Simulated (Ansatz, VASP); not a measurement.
Al2Pt: VASP beside Ansatz

```xyz
3
Lattice="0.0591 2.9846 2.9846 2.9846 0.0591 2.9846 2.9846 2.9846 0.0591" Properties=species:S:1:pos:R:3 pbc="T T T"
Al    1.5071    1.5071    1.5071
Al    4.5212    4.5212    4.5211
Pt    0.0000    0.0000    0.0000
```

Change from the starting cell: equal xy, yz and zx shear strains of +2 %.

Alike in both runs: task single point; functional LDA; k mesh 12 × 12 × 12; occupations fermi-dirac, width 0.08 eV; no spin polarisation.

|  | VASP | Ansatz |
| --- | --- | --- |
| version | VASP 6.6.1 | Ansatz 0.2.0 |
| potentials or method | VASP PAW LDA potentials, release 64 (Al, Pt), cutoff 520 eV | all-electron LAPW, scalar-relativistic |

Ansatz gave:

| Item | Value |
| --- | --- |
| pressure (GPa) | -3.8 |
| traceless stress, the component that is largest in VASP (GPa) | -1.55 |
| rms of the force components (eV/Å) | 0.108 |

**Question.** What did VASP give for the same quantities?

**Answer.** Pressure (GPa): -3.4; traceless stress, the component that is largest in VASP (GPa): -1.57; rms of the force components (eV/Å): 0.111.

LDA's correlation is that of Perdew and Zunger in VASP and of Perdew and Wang (1992) in Ansatz. Atom by atom the forces differ by 0.003 eV/Å (rms over components). Ansatz ran all-electron here, and VASP with PAW potentials.

Neither program's run includes spin-orbit coupling.
